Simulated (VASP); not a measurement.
**Ti2Al6H: single point with PBE+D3(BJ)**

System: Ti2Al6H, a slab with vacuum.

```
Al Ti H
1.0
     5.02419    0.00000    0.00000
     2.15888    4.53670    0.00000
     0.00000    0.00000   21.21871
Al Ti H
6 2 1
Direct
  0.50000 0.00000 0.18851
  0.00000 0.50000 0.18851
  0.00000 0.00000 0.25173
  0.00000 0.50000 0.31935
  0.50000 0.00000 0.31935
  0.50000 0.50000 0.38262
  0.50000 0.50000 0.25173
  0.00000 0.00000 0.37970
  0.83333 0.16667 0.52872
```

* Program: VASP 6.6.1
* Task: single point
* Functional: PBE
* Dispersion: D3(BJ)
* Potentials or basis: VASP PAW PBE potentials, release 64 (Al, Ti_sv, H)
* Cutoff: 520 eV
* k mesh: 6 × 6 × 1
* Occupations: gaussian, width 0.1 eV
* Spin: no spin polarisation
* Dipole correction: yes
* Further INCAR settings: ALGO = Normal; EDIFF = 1e-06; NBANDS = 32

```yaml
Largest_force: 1.124 eV/Å
Band_gap_on_the_k_mesh: zero (an odd number of electrons rules out a gap without spin polarisation)
Dispersion_energy_per_atom: -0.225 eV
```

Forces on the atoms (eV/Å):
```
Al  -0.007  0.005  0.525
Al  -0.002  0.009  0.525
Al   0.011 -0.018 -0.548
Al  -0.016 -0.005 -0.033
Al   0.012  0.012 -0.033
Al   0.073 -0.115  0.236
Ti   0.019 -0.030 -0.521
Ti  -0.099  0.156  0.973
H    0.009 -0.014 -1.124
```

Levels at points of the mesh, in eV from the Fermi level:
```tsv
k point	band 17	band 18	band 19	band 20	band 21	band 22	band 23	band 24	band 25	band 26
(0.00, 0.00, 0.00)	-1.13	-1.08	-1.02	-0.94	-0.43	-0.27	-0.15	0.68	1.01	1.69
(0.50, 0.00, 0.00)	-1.45	-0.63	-0.58	-0.23	-0.11	0.03	0.31	0.81	0.99	1.23
(0.50, 0.50, 0.00)	-1.80	-0.83	-0.34	-0.26	0.28	0.40	0.50	0.55	0.71	0.82
```

Run time: 13 min on 1 thread of Intel Xeon 8259CL, with other jobs on the host, peak memory 0.64 GiB.
